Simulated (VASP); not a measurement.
Ti2H: single point with PBEsol

Crystal: Ti2H.

```
Ti H
1.0
     4.22920    0.00000    0.00000
     0.00000    4.22920    0.00000
     0.00000    0.00000    4.22920
Ti H
4 2
Direct
  0.25000 0.75000 0.25000
  0.75000 0.25000 0.25000
  0.25000 0.25000 0.75000
  0.75000 0.75000 0.75000
  0.00000 0.00000 0.00000
  0.50000 0.50000 0.50000
```

```
Program             : VASP 6.6.1
Task                : single point
Functional          : PBEsol
Potentials or basis : VASP PAW PBE potentials, release 64 (Ti_sv, H)
Cutoff              : 520 eV
k mesh              : 6 × 6 × 6
Occupations         : fermi-dirac, width 0.1 eV
Spin                : no spin polarisation
```

```
Pressure               : -3.6 GPa
Band gap on the k mesh : zero (band 25 reaches 8.16 eV, above the bottom of band 26 at 7.13 eV)
```

Levels at points of the mesh, in eV from the Fermi level:
| k point | band 23 | band 24 | band 25 | band 26 | band 27 | band 28 |
| --- | --- | --- | --- | --- | --- | --- |
| (0.00, 0.00, 0.00) | -1.54 | -1.54 | 0.58 | 0.58 | 0.58 | 2.19 |
| (0.50, 0.00, 0.00) | -0.54 | -0.54 | -0.39 | -0.39 | 0.88 | 0.88 |
| (0.50, 0.50, 0.00) | -0.39 | -0.39 | -0.26 | -0.26 | -0.06 | -0.06 |
| (0.50, 0.50, 0.50) | 0.28 | 0.28 | 0.32 | 0.32 | 0.32 | 0.58 |

It took 30 s on 1 thread of Intel(R) Xeon(R) Platinum 8488C (Sapphire Rapids), with other jobs on the host, peak memory 0.19 GiB.

Caveat: the PAW data sets were made with another functional, which shifts forces and pressure a little.
